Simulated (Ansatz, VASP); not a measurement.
## SiC: VASP beside Ansatz

INCAR

```
  ALGO = Normal
  EDIFF = 1E-6
  ENCUT = 520
  GGA = PE
  ISIF = 2
  ISMEAR = 0
  LASPH = T
  LCHARG = F
  LREAL = F
  LWAVE = F
  NBANDS = 26
  NELM = 60
  PREC = Accurate
  SIGMA = 0.05
```

KPOINTS

```
k-points
0
Gamma
  6 6 6
```

POSCAR

```
SiC
1.0
    4.3797281854      0.0000000000      0.0000000000
    0.0000000000     -4.3797281854      0.0000000000
    0.0000000000      0.0000000000     -4.3797281854
Si C
4 4
Direct
    0.0000000000      0.0000000000      0.0000000000
    0.5000000000      0.5000000000      0.0000000000
    0.5000000000      0.0000000000      0.5000000000
    0.0000000000      0.5000000000      0.5000000000
    0.7500000000      0.7500000000      0.7500000000
    0.2500000000      0.2500000000      0.7500000000
    0.2500000000      0.7500000000      0.2500000000
    0.7500000000      0.2500000000      0.2500000000
```

Input for Ansatz:

```yaml
crystal:
  lattice:
    - [4.3797281854, 0.0, 0.0]
    - [0.0, -4.3797281854, 0.0]
    - [0.0, 0.0, -4.3797281854]
  atoms:
    - { symbol: Si, position: [0.0, 0.0, 0.0] }
    - { symbol: Si, position: [0.5, 0.5, 0.0] }
    - { symbol: Si, position: [0.5, 0.0, 0.5] }
    - { symbol: Si, position: [0.0, 0.5, 0.5] }
    - { symbol: C, position: [0.75, 0.75, 0.75] }
    - { symbol: C, position: [0.25, 0.25, 0.75] }
    - { symbol: C, position: [0.25, 0.75, 0.25] }
    - { symbol: C, position: [0.75, 0.25, 0.25] }
basis:
  ecutwfc: 420
kpoints:
  mp_grid: { grid: [6, 6, 6] }
hamiltonian:
  xc: pbe
scf:
  occupations: { method: gaussian, width: 0.05 }
output:
  forces: true
  stress: true
  eigenvalues: true
  write_density: true
  write_potential: true
  elf: true
  volumetric_format: npy
```

Alike in both runs: task single point; functional PBE; k mesh 6 × 6 × 6; occupations gaussian, width 0.05 eV; no spin polarisation.

|  | VASP | Ansatz |
| --- | --- | --- |
| version | VASP 6.6.1 | Ansatz 0.2.0 |
| potentials or method | VASP PAW PBE potentials, release 64 (Si, C), cutoff 520 eV | scalar-relativistic, plane waves, PAW |
| valence electrons in the cell | 32 | 32 |

|  | VASP | Ansatz | Ansatz less VASP |
| --- | --- | --- | --- |
| gap on the k mesh at the Fermi level (eV) | 1.37 | 1.37 | +0.002 |
| least direct gap on the mesh (eV) | 1.37 | 1.37 | +0.002 |
| pressure (GPa) | 0.0 | 0.0 | +0.05 |
